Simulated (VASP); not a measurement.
# Si (a cell with a defect) in VASP: relaxation of the atoms with LDA

Aim: the relaxation of the atoms of Si (a cell with a defect) with LDA.

Program: VASP 6.6.1. These are calculated values, not measurements. Logs are shortened: lines on timing, memory, paths and dates and some standing lists are left out, and cuts for length are marked.

### Step 1. The cell of the first run

The cell holds a defect, 31 atoms: a = 9.356 Å, b = 9.356 Å, c = 9.356 Å, α = 109.47°, β = 109.47°, γ = 109.47°.

### Step 2. Relaxation of the atoms, LDA (atoms taken out)

INCAR reads:

```
ALGO     = Normal         # electronic algorithm
EDIFF    = 1E-7           # SCF threshold, eV
EDIFFG   = -0.02          # ionic threshold
ENCUT    = 520            # plane-wave cutoff, eV
GGA      = CA             # functional
IBRION   = 2              # ionic algorithm
ISIF     = 2              # what is computed and relaxed
ISMEAR   = 0              # smearing method
LASPH    = T              # aspherical terms in the spheres
LCHARG   = F              # write CHGCAR
LREAL    = Auto         
LWAVE    = F              # write WAVECAR
NELM     = 60             # most SCF steps
NSW      = 80             # ionic steps
PREC     = Accurate       # precision mode
SIGMA    = 0.02           # smearing width, eV
```

KPOINTS reads:

```
Automatic mesh
0
Gamma
  2 2 2
  0.5 0.5 0.5
```

POSCAR reads:

```
Si
1.0
   -5.4019422754     -5.4019422754      5.4019422754
    5.4019422754     -5.4019422754     -5.4019422754
    5.4019422754      5.4019422754      5.4019422754
Si
31
Direct
    0.2500000000      0.7500000000      0.7500000000
    0.0000000000      0.7500000000      0.0000000000
    0.5000000000      0.5000000000      0.7500000000
    0.2500000000      0.5000000000      0.0000000000
    0.0000000000      0.5000000000      0.2500000000
    0.7500000000      0.7500000000      0.2500000000
    0.5000000000      0.7500000000      0.5000000000
    0.0000000000      0.0000000000      0.7500000000
    0.7500000000      0.2500000000      0.7500000000
    0.5000000000      0.2500000000      0.0000000000
    0.2500000000      0.2500000000      0.2500000000
    0.0000000000      0.2500000000      0.5000000000
    0.7500000000      0.5000000000      0.5000000000
    0.7500000000      0.0000000000      0.0000000000
    0.5000000000      0.0000000000      0.2500000000
    0.2500000000      0.0000000000      0.5000000000
    0.0000000000      0.7500000000      0.7500000000
    0.5000000000      0.5000000000      0.5000000000
    0.2500000000      0.5000000000      0.7500000000
    0.0000000000      0.5000000000      0.0000000000
    0.7500000000      0.7500000000      0.0000000000
    0.5000000000      0.7500000000      0.2500000000
    0.0000000000      0.0000000000      0.5000000000
    0.7500000000      0.2500000000      0.5000000000
    0.5000000000      0.2500000000      0.7500000000
    0.2500000000      0.2500000000      0.0000000000
    0.0000000000      0.2500000000      0.2500000000
    0.7500000000      0.5000000000      0.2500000000
    0.7500000000      0.0000000000      0.7500000000
    0.5000000000      0.0000000000      0.0000000000
    0.2500000000      0.0000000000      0.2500000000
```

Potentials or basis: VASP PAW LDA potentials, release 64 (Si).

Launch:

```sh
$ cat potpaw_LDA.64/Si/POTCAR > POTCAR
$ mpirun -np 1 vasp_std > vasp.out
```

OUTCAR:

```text
EDIFF = 1E-7
   EDIFFG = -0.02
   ENCUT = 520
   GGA = CA
   IBRION = 2
   ISIF = 2
   ISMEAR = 0
   LASPH = T
   LREAL = Auto
   NELM = 60
   NSW = 80
   PREC = Accurate

 ion  position               nearest neighbor table
   1  0.250  0.750  0.750-  17 2.34  19 2.34  30 2.34
   2  0.000  0.750  0.000-  17 2.34  20 2.34  21 2.34  31 2.34
   3  0.500  0.500  0.750-  18 2.34  19 2.34  21 2.34  25 2.34
   4  0.250  0.500  0.000-  19 2.34  20 2.34  22 2.34  26 2.34
   5  0.000  0.500  0.250-  20 2.34  27 2.34  28 2.34
   6  0.750  0.750  0.250-  21 2.34  22 2.34  23 2.34  28 2.34
   7  0.500  0.750  0.500-  18 2.34  22 2.34  29 2.34
   8  0.000  0.000  0.750-  17 2.34  23 2.34  26 2.34  29 2.34
   9  0.750  0.250  0.750-  20 2.34  24 2.34  25 2.34  29 2.34
  10  0.500  0.250  0.000-  25 2.34  26 2.34  28 2.34  30 2.34
  11  0.250  0.250  0.250-  18 2.34  26 2.34  27 2.34  31 2.34
  12  0.000  0.250  0.500-  19 2.34  23 2.34  24 2.34  27 2.34
  13  0.750  0.500  0.500-  17 2.34  18 2.34  24 2.34  28 2.34
  14  0.750  0.000  0.000-  21 2.34  27 2.34  29 2.34  30 2.34
  15  0.500  0.000  0.250-  22 2.34  24 2.34  30 2.34  31 2.34
  16  0.250  0.000  0.500-  23 2.34  25 2.34  31 2.34
  17  0.000  0.750  0.750-   1 2.34   2 2.34   8 2.34  13 2.34
  18  0.500  0.500  0.500-   3 2.34   7 2.34  11 2.34  13 2.34
  19  0.250  0.500  0.750-   1 2.34   3 2.34   4 2.34  12 2.34
  20  0.000  0.500  0.000-   2 2.34   4 2.34   5 2.34   9 2.34
  21  0.750  0.750  0.000-   2 2.34   3 2.34   6 2.34  14 2.34
  22  0.500  0.750  0.250-   4 2.34   6 2.34   7 2.34  15 2.34
  23  0.000  0.000  0.500-   6 2.34   8 2.34  12 2.34  16 2.34
  24  0.750  0.250  0.500-   9 2.34  12 2.34  13 2.34  15 2.34
  25  0.500  0.250  0.750-   3 2.34   9 2.34  10 2.34  16 2.34
  26  0.250  0.250  0.000-   4 2.34   8 2.34  10 2.34  11 2.34
  27  0.000  0.250  0.250-   5 2.34  11 2.34  12 2.34  14 2.34
  28  0.750  0.500  0.250-   5 2.34   6 2.34  10 2.34  13 2.34
  29  0.750  0.000  0.750-   7 2.34   8 2.34   9 2.34  14 2.34
  30  0.500  0.000  0.000-   1 2.34  10 2.34  14 2.34  15 2.34
  31  0.250  0.000  0.250-   2 2.34  11 2.34  15 2.34  16 2.34

  LATTYP: Found a body centered cubic cell.
 ALAT       =    10.8038845508

  Lattice vectors:

 A1 = (  -5.4019422754,  -5.4019422754,   5.4019422754)
 A2 = (   5.4019422754,  -5.4019422754,  -5.4019422754)
 A3 = (   5.4019422754,   5.4019422754,   5.4019422754)

Analysis of symmetry for initial positions (statically):
=====================================================================
 Subroutine PRICEL returns:
 Original cell was already a primitive cell.

 Routine SETGRP: Setting up the symmetry group for a
 body centered cubic supercell.

 Subroutine GETGRP returns: Found 24 space group operations
 (whereof  4 operations were pure point group operations)
 out of a pool of 48 trial point group operations.

The static configuration has the point symmetry S_4 .
 The point group associated with its full space group is T_d .

Analysis of symmetry for dynamics (positions and initial velocities):
=====================================================================
 Subroutine PRICEL returns:
 Original cell was already a primitive cell.

 Routine SETGRP: Setting up the symmetry group for a
 body centered cubic supercell.

 Subroutine GETGRP returns: Found 24 space group operations
 (whereof  4 operations were pure point group operations)
 out of a pool of 48 trial point group operations.

The dynamic configuration has the point symmetry S_4 .
 The point group associated with its full space group is T_d .

 Subroutine INISYM returns: Found 24 space group operations
 (whereof  4 operations are pure point group operations),
 and found     1 'primitive' translations

----------------------------------------------------------------------------------------

                                     Primitive cell

  volume of cell :     630.5359

  direct lattice vectors                    reciprocal lattice vectors
    -5.401942275 -5.401942275  5.401942275     0.000000000 -0.092559301  0.092559301
     5.401942275 -5.401942275 -5.401942275     0.092559301 -0.092559301  0.000000000
     5.401942275  5.401942275  5.401942275     0.092559301  0.000000000  0.092559301

  length of vectors
     9.356438481  9.356438481  9.356438481     0.130898619  0.130898619  0.130898619

  position of ions in fractional coordinates (direct lattice)
[... 74 lines left out ...]
 Generating k-lattice:

  Cartesian coordinates                     Fractional coordinates (reciprocal lattice)
     0.000000000 -0.046279650  0.046279650     0.500000000  0.000000000  0.000000000
     0.046279650 -0.046279650  0.000000000     0.000000000  0.500000000  0.000000000
     0.046279650  0.000000000  0.046279650     0.000000000  0.000000000  0.500000000

  Length of vectors
     0.065449309  0.065449309  0.065449309

  Shift w.r.t. Gamma in fractional coordinates (k-lattice)
     0.500000000  0.500000000  0.500000000

 Subroutine IBZKPT returns following result:
 ===========================================

 Found      2 irreducible k-points:

 Following reciprocal coordinates:
            Coordinates               Weight
  0.250000  0.250000  0.250000      2.000000
 -0.250000  0.250000  0.250000      6.000000
   k-points           NKPTS =      2   k-points in BZ     NKDIM =      2   number of bands    NBANDS=     78
   number of dos      NEDOS =    301   number of ions     NIONS =     31
   total plane-waves  NPLWV = 343000
   dimension x,y,z NGX =    70 NGY =   70 NGZ =   70
   dimension x,y,z NGXF=   140 NGYF=  140 NGZF=  140
   ions per type =              31
   NGX,Y,Z   is equivalent  to a cutoff of  12.44, 12.44, 12.44 a.u.
   NGXF,Y,Z  is equivalent  to a cutoff of  24.88, 24.88, 24.88 a.u.
 SYSTEM =  unknown system
   PREC   = accura    normal or accurate (medium, high low for compatibility)
   ISTART =      0    job   : 0-new  1-cont  2-samecut
   ICHARG =      2    charge: 1-file 2-atom 10-const
   ISPIN  =      1    spin polarized calculation?
   LNONCOLLINEAR =      F non collinear calculations
   LSORBIT =      F    spin-orbit coupling
   LASPH  =      T    aspherical Exc in radial PAW
   ENCUT  =  520.0 eV  38.22 Ry    6.18 a.u.  17.40 17.40 17.40*2*pi/ulx,y,z
   NELM   =     60;   NELMIN=  2; NELMDL= -5     # of ELM steps
   EDIFF  = 0.1E-06   stopping-criterion for ELM
   LREAL  =      T    real-space projection
   EDIFFG = -.2E-01   stopping-criterion for IOM
   NSW    =     80    number of steps for IOM
   IBRION =      2    ionic relax: 0-MD 1-quasi-New 2-CG
   NFREE  =      1    steps in history (QN), initial steepest desc. (CG)
   ISIF   =      2    stress and relaxation
   ISYM   =      2    0-nonsym 1-usesym 2-fastsym
   POTIM  = 0.5000    time-step for ionic-motion
   TEBEG  =    0.0;   TEEND  =   0.0 temperature during run
   PSTRESS=    0.0 pullay stress
   NELECT =     124.0000    total number of electrons
   NUPDOWN=      -1.0000    fix difference up-down
   EMIN   =  10.00;   EMAX   =-10.00  energy-range for DOS
   EFERMI =   0.00;   METHOD = LEGACY
   ISMEAR =     0;   SIGMA  =   0.02  broadening in eV -4-tet -1-fermi 0-gaus
   EFERMI_NEDOS =   21; number of points for ismear=-14 and -15
   IALGO  =     38    algorithm
   IMIX   =      4    mixing-type and parameters
     AMIX     =   0.40;   BMIX     =  1.00
     AMIX_MAG =   1.60;   BMIX_MAG =  1.00
  volume/ion in A,a.u.               =      20.34       137.26
  Fermi-wavevector in a.u.,A,eV,Ry     =   0.952019  1.799054 12.331498  0.906340
  Thomas-Fermi vector in A             =   2.080543
   LORBIT       =      0    0 simple, 1 ext, 2 COOP (PROOUT), +10 PAW based schemes
   GGA     = CA    functional components
   LHFCALC =     F    Hartree Fock is set to
   AEXX    =    0.0000 exact exchange contribution
   IVDW    =     0    specifies the selected vdW correction
   LEPSILON=     F    determine dielectric tensor
   LRPA    =     F    only Hartree local field effects (RPA)
 conjugate gradient relaxation of ions
 non-spin polarized calculation
 Gauss-broadening in eV      SIGMA  =   0.02
  energy-cutoff  :      520.00
  volume of cell :      630.54
 maximum number of plane-waves:     17028
 NGX is ok and might be reduce to    70
   NGX = 35   NGY = 35   NGZ = 35

--------------------------------------- Ionic step        1  -------------------------------------------

 number of electron     123.9999985 magnetization

 Free energy of the ion-electron system (eV)
  ---------------------------------------------------
  ext. energy  EPLUGINS =         0.00000000
  ---------------------------------------------------
  free energy    TOTEN  =      -180.73747334 eV

  energy without entropy =     -180.72687306  energy(sigma->0) =     -180.73217320

------------------------ aborting loop because EDIFF is reached ----------------------------------------

  FORCE on cell =-STRESS in cart. coord.  units (eV):
  Direction    XX          YY          ZZ          XY          YZ          ZX
  --------------------------------------------------------------------------------------
  -------------------------------------------------------------------------------------
  Total       -2.7472185     -2.7472185     -2.7472185     -0.0000000      0.0000000      0.0000000
  in kB       -6.9806197     -6.9806197     -6.9806197     -0.0000000      0.0000000      0.0000000
  external PRESSURE =      -6.9806197 kB  Pullay stress =       0.0000000 kB
[... 507 lines left out ...]
--------------------------------------- Ionic step        9  -------------------------------------------

 number of electron     123.9999996 magnetization

 Free energy of the ion-electron system (eV)
  ---------------------------------------------------
  ext. energy  EPLUGINS =         0.00000000
  ---------------------------------------------------
  free energy    TOTEN  =      -180.83748512 eV

  energy without entropy =     -180.82688485  energy(sigma->0) =     -180.83218499

 E-fermi :   5.8321     XC(G=0):  -9.5608

 val. band max:        5.4915217256   @ k =  -0.2500   0.2500   0.2500
 cond. band min:       5.8458221329   @ k =  -0.2500   0.2500   0.2500
 fundamental gap:      0.3543004073
 Fermi energy:         5.8321417677

 k-point     1 :       0.2500    0.2500    0.2500
  band No.  band energies     occupation
      1      -5.5632      2.00000
      2      -5.5631      2.00000
      3      -5.5631      2.00000
      4      -5.3096      2.00000
      5      -3.6607      2.00000
      6      -3.6607      2.00000
[... 66 lines left out ...]
     73       7.3005      0.00000
     74       7.3225      0.00000

 k-point     2 :      -0.2500    0.2500    0.2500
  band No.  band energies     occupation
      1      -6.0387      2.00000
      2      -5.0305      2.00000
      3      -5.0219      2.00000
      4      -5.0219      2.00000
      5      -4.8257      2.00000
      6      -4.1727      2.00000
[... 66 lines left out ...]
     73       7.9909      0.00000
     74       8.0703      0.00000
 [bands above 74 left out]

------------------------ aborting loop because EDIFF is reached ----------------------------------------

  FORCE on cell =-STRESS in cart. coord.  units (eV):
  Direction    XX          YY          ZZ          XY          YZ          ZX
  --------------------------------------------------------------------------------------
  -------------------------------------------------------------------------------------
  Total       -6.4830619     -6.4830619     -6.4830619      0.0000000      0.0000000     -0.0000000
  in kB      -16.4733126    -16.4733126    -16.4733126      0.0000000      0.0000000     -0.0000000
  external PRESSURE =     -16.4733126 kB  Pullay stress =       0.0000000 kB
[... 46 lines left out ...]
  FREE ENERGIE OF THE ION-ELECTRON SYSTEM (eV)
  ---------------------------------------------------
  free  energy   TOTEN  =      -180.8374851249 eV

  energy  without entropy=     -180.8268848472  energy(sigma->0) =     -180.83218499

 reached required accuracy - stopping structural energy minimisation
```

Run time: 15 min. Hardware: 1 thread of Intel Xeon Platinum 8488C (Sapphire Rapids), shared host; peak memory 0.53 GiB.

Results:

| Quantity | Value |
| --- | --- |
| Free energy | -180.8375 eV |
| Energy gained by relaxing | 3.2 meV/atom |
| Ionic steps | 9 |
| Pressure after relaxing | -1.6 GPa |
| Largest force after relaxing | 0.005 eV/Å |
| Band gap on the k mesh | zero (bands 62 and 63 overlap by 0.17 eV) |

Forces in eV/Å, atoms in the order of the input:
```
Si   0.001  0.001  0.001
Si   0.000  0.000 -0.001
Si   0.000  0.000  0.001
Si  -0.001  0.000  0.000
Si  -0.001  0.001 -0.001
Si   0.000  0.000 -0.001
Si  -0.001 -0.001  0.001
Si   0.001  0.000  0.000
Si   0.000 -0.001  0.000
Si   0.001  0.000  0.000
Si  -0.001  0.000  0.000
Si   0.000  0.001  0.000
Si   0.000  0.001  0.000
Si   0.000  0.000  0.001
Si   0.000 -0.001  0.000
Si   0.001 -0.001 -0.001
Si  -0.004 -0.004  0.000
Si   0.004  0.000 -0.004
Si   0.000 -0.004 -0.004
Si   0.004  0.000  0.004
Si   0.000  0.000  0.000
Si   0.004  0.004  0.000
Si  -0.004  0.000  0.004
Si   0.000  0.000  0.000
Si  -0.004  0.004  0.000
Si   0.000  0.000  0.000
Si   0.004 -0.004  0.000
Si   0.000 -0.004  0.004
Si   0.000  0.004 -0.004
Si  -0.004  0.000 -0.004
Si   0.000  0.004  0.004
```

Step by step:
| step | energy change (eV) | largest force (eV/Å) | pressure (GPa) |
| --- | --- | --- | --- |
| 1 | 0.0000 | 0.1909 | -0.70 |
| 2 | -0.0226 | 0.2050 | -0.76 |
| 3 | -0.0281 | 0.2217 | -0.80 |
| 4 | -0.0471 | 0.2170 | -0.91 |
| 5 | -0.0731 | 0.1981 | -1.23 |
| 6 | -0.0906 | 0.1174 | -1.40 |
| 7 | -0.0993 | 0.0345 | -1.60 |
| 8 | -0.0994 | 0.0368 | -1.62 |
| 9 | -0.1000 | 0.0050 | -1.65 |

Final structure:
```cif
data_structure
_symmetry_space_group_name_H-M 'P 1'
_symmetry_Int_Tables_number 1
_cell_length_a 9.3564
_cell_length_b 9.3564
_cell_length_c 9.3564
_cell_angle_alpha 109.471
_cell_angle_beta 109.471
_cell_angle_gamma 109.471
_cell_volume 630.54
loop_
_atom_site_label
_atom_site_type_symbol
_atom_site_fract_x
_atom_site_fract_y
_atom_site_fract_z
_atom_site_occupancy
Si1 Si 0.25000 0.75000 0.73454 1
Si2 Si 0.00143 0.75000 0.99942 1
Si3 Si 0.49857 0.49799 0.74857 1
Si4 Si 0.25000 0.50143 0.99942 1
Si5 Si 0.01546 0.51546 0.26546 1
Si6 Si 0.74942 0.75000 0.25143 1
Si7 Si 0.48454 0.75000 0.50000 1
Si8 Si 0.99799 0.99857 0.74857 1
Si9 Si 0.75058 0.25058 0.75201 1
Si10 Si 0.50201 0.25058 0.00058 1
Si11 Si 0.25000 0.24942 0.25143 1
Si12 Si 0.00143 0.24942 0.50000 1
Si13 Si 0.74942 0.50143 0.50000 1
Si14 Si 0.75058 0.00201 0.00058 1
Si15 Si 0.49857 0.99857 0.24799 1
Si16 Si 0.25000 0.98454 0.50000 1
Si17 Si 0.00297 0.75000 0.74730 1
Si18 Si 0.49730 0.50297 0.50000 1
Si19 Si 0.25000 0.50297 0.74730 1
Si20 Si 0.00270 0.50270 0.00567 1
Si21 Si 0.75000 0.75000 0.00000 1
Si22 Si 0.49730 0.75000 0.25297 1
Si23 Si 0.00297 0.99730 0.50000 1
Si24 Si 0.75000 0.25000 0.50000 1
Si25 Si 0.49703 0.24433 0.74703 1
Si26 Si 0.25000 0.25000 0.00000 1
Si27 Si 0.00270 0.25567 0.25270 1
Si28 Si 0.75567 0.50270 0.25270 1
Si29 Si 0.74433 0.99703 0.74703 1
Si30 Si 0.49703 0.99703 0.99433 1
Si31 Si 0.25000 0.99730 0.25297 1
```

Caveat: the k points lie up to 0.41 Å⁻¹ apart; the cell differs from its parent crystal (atoms taken out).

The gap in the log of VASP goes by the Fermi energy; the results here count the filled bands.